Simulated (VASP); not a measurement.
Crystal: CuO.

```
CELL_PARAMETERS angstrom
0.00000 2.32725 2.32725
2.32725 0.00000 2.32725
2.32725 2.32725 0.00000
ATOMIC_POSITIONS crystal
Cu 0.00000 0.00000 0.00000
O 0.25000 0.25000 0.25000
```

```yaml
Program: VASP 6.6.1
Task: relaxation of cell and atoms
Functional: r2SCAN
Dispersion: D3(BJ)
Potentials_or_basis: VASP PAW PBE potentials, release 64 (Cu, O)
Cutoff: 600 eV
k_mesh: 10 × 10 × 10
Occupations: fermi-dirac, width 0.05 eV
Spin: no spin polarisation
```

At the start: pressure -15.9 GPa; volume 12.60 Å³/atom.

Q: How do energy, volume and symmetry change on relaxing?

A: Over 3 steps the energy falls by 88.5 meV/atom and the volume is 11.03 Å³/atom (-12.5 %); space group F-43m (No. 216, to 0.1 Å) before and after.

Step by step:
| step | energy change (eV) | largest force (eV/Å) | pressure (GPa) | volume (Å³) |
| --- | --- | --- | --- | --- |
| 1 | 0.0000 | 0.0000 | -15.89 | 25.21 |
| 2 | -0.1435 | 0.0000 | 9.81 | 20.92 |
| 3 | -0.1770 | 0.0000 | -0.10 | 22.07 |

Final structure:
```cif
data_structure
_symmetry_space_group_name_H-M 'P 1'
_symmetry_Int_Tables_number 1
_cell_length_a 3.1483
_cell_length_b 3.1483
_cell_length_c 3.1483
_cell_angle_alpha 60.000
_cell_angle_beta 60.000
_cell_angle_gamma 60.000
_cell_volume 22.07
loop_
_atom_site_label
_atom_site_type_symbol
_atom_site_fract_x
_atom_site_fract_y
_atom_site_fract_z
_atom_site_occupancy
Cu1 Cu 0.00000 0.00000 0.00000 1
O1 O 0.25000 0.25000 0.25000 1
```

Caveat: the PAW data sets were made with another functional, which shifts forces and pressure a little; an odd number of electrons without spin polarisation forces a metal; a magnetic or distorted state may lie lower.
